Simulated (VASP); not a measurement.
A run of VASP 6.6.1 is set up as follows.

INCAR

```
PREC = Accurate
ENCUT = 520
EDIFF = 1E-6
ISMEAR = -1
SIGMA = 0.05
LREAL = False
LASPH = True
NELM = 100
ALGO = Normal
ISIF = 2
LWAVE = False
LCHARG = False
GGA = VW
NBANDS = 11
```

File KPOINTS:

```
regular mesh
0
Gamma
  8 8 8
```

File POSCAR:

```
BeTe
1.0
    0.0000000000      2.7700000000      2.7700000000
    2.7700000000      0.0000000000      2.7700000000
    2.7700000000      2.7700000000      0.0000000000
Te Be
1 1
Direct
    0.7500000000      0.7500000000      0.7500000000
    0.0000000000      0.0000000000      0.0000000000
```

Potentials or basis: VASP PAW PBE potentials, release 64 (Te, Be).

Run with:

```sh
$ cat potpaw_PBE.64/Te/POTCAR potpaw_PBE.64/Be/POTCAR > POTCAR
$ mpirun -np 1 vasp_std > vasp.out
```

**Question.** Estimate the band gap on the k mesh.

**Answer.** 1.75 eV, indirect (least direct gap 3.56 eV).

**Question.** Predict the pressure.

**Answer.** 0.9 GPa.

Caveat: the PAW data sets were made with another functional, which shifts forces and pressure a little; spin-orbit coupling is left out, which moves the levels of the heavy elements. A k mesh can miss the band edges.
